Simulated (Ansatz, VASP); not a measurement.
Two plane-wave programs on Te2Mo

```xyz
6
Lattice="6.3616 0.0000 0.0000 0.0000 3.4804 0.0000 -0.0857 0.0000 36.1759" Properties=species:S:1:pos:R:3 pbc="T T T"
Te    2.6844    2.6103   19.5604
Te    3.5915    0.8701   16.6155
Te    5.8104    0.8701   20.1329
Te    0.4655    2.6103   16.0430
Mo    1.1110    0.8701   17.9963
Mo    5.1649    2.6103   18.1796
```

Alike in both runs: task single point; functional PBEsol; k mesh 4 × 8 × 1; occupations fermi-dirac, width 0.05 eV; no spin polarisation.

```csv
,VASP,Ansatz
version,VASP 6.6.1,Ansatz 0.2.0
potentials or method,"VASP PAW PBE potentials, release 64 (Te, Mo_sv)",Ansatz PAW
plane-wave cutoff (eV),520,420
valence electrons in the cell,52,92
```

|  | VASP | Ansatz | Ansatz less VASP |
| --- | --- | --- | --- |
| gap on the k mesh at the Fermi level (eV) | none | none | - |
| rms of the force components (eV/Å) | 0.096 | 0.107 | +0.0112 |

VASP's potentials were made for PBE, not for PBEsol. Atom by atom the forces differ by 0.012 eV/Å (rms over components). A gap of «none» marks a metal or a gap that the smearing closes. VASP's potentials hold 52 valence electrons a cell and Ansatz's 92, so a difference there can come from the potentials and not from the codes.

Spin-orbit coupling is off throughout.
